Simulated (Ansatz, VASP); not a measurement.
**One calculation of K, two programs**

The input INCAR:

```
SYSTEM = K
PREC     = Accurate       ! precision mode
ENCUT    = 520            ! plane-wave cutoff, eV
EDIFF    = 1E-6           ! SCF threshold, eV
ISMEAR   = 0              ! smearing method
SIGMA    = 0.15           ! smearing width, eV
LREAL    = .False.        ! projectors in reciprocal space
LASPH    = .True.         ! aspherical terms in the spheres
NELM     = 80             ! most SCF steps
ALGO     = Fast           ! electronic algorithm
ISIF     = 2              ! what is computed and relaxed
LWAVE    = .False.        ! write WAVECAR
LCHARG   = .False.        ! write CHGCAR
GGA      = PS             ! functional
NBANDS   = 10             ! bands
```

KPOINTS

```
regular mesh
0
Gamma
  14 14 14
  0 0 0
```

POSCAR

```
K
1.0
   -2.6917849860      2.6917849860      2.4764421872
    2.6917849860     -2.6917849860      2.4764421872
    2.6917849860      2.6917849860     -2.4764421872
K
1
Direct
    0.0000000000      0.0000000000      0.0000000000
```

Input for Ansatz:

```yaml
crystal:
  lattice:
    - [-2.691784986, 2.691784986, 2.4764421872]
    - [2.691784986, -2.691784986, 2.4764421872]
    - [2.691784986, 2.691784986, -2.4764421872]
  atoms:
    - { symbol: K, position: [0.0, 0.0, 0.0] }
basis:
  ecutwfc: 420
kpoints:
  mp_grid: { grid: [14, 14, 14] }
hamiltonian:
  xc: pbesol
scf:
  occupations: { method: gaussian, width: 0.15 }
output:
  forces: true
  stress: true
  eigenvalues: true
```

Alike in both runs: task single point; functional PBEsol; k mesh 14 × 14 × 14; occupations gaussian, width 0.15 eV; no spin polarisation.

|  | VASP | Ansatz |
| --- | --- | --- |
| version | VASP 6.6.1 | Ansatz 0.2.0 |
| potentials or method | VASP PAW PBE potentials, release 64 (K_sv), cutoff 520 eV | scalar-relativistic, plane waves, PAW |
| valence electrons in the cell | 9 | 9 |

```tsv
	VASP	Ansatz	Ansatz less VASP
gap on the k mesh at the Fermi level (eV)	none	none	-
pressure (GPa)	0.0	0.0	+0.01
traceless stress, the component that is largest in VASP (GPa)	0.07	0.07	0.000
```

VASP's potentials were made for PBE, not for PBEsol. A gap of «none» marks a metal or a gap that the smearing closes.
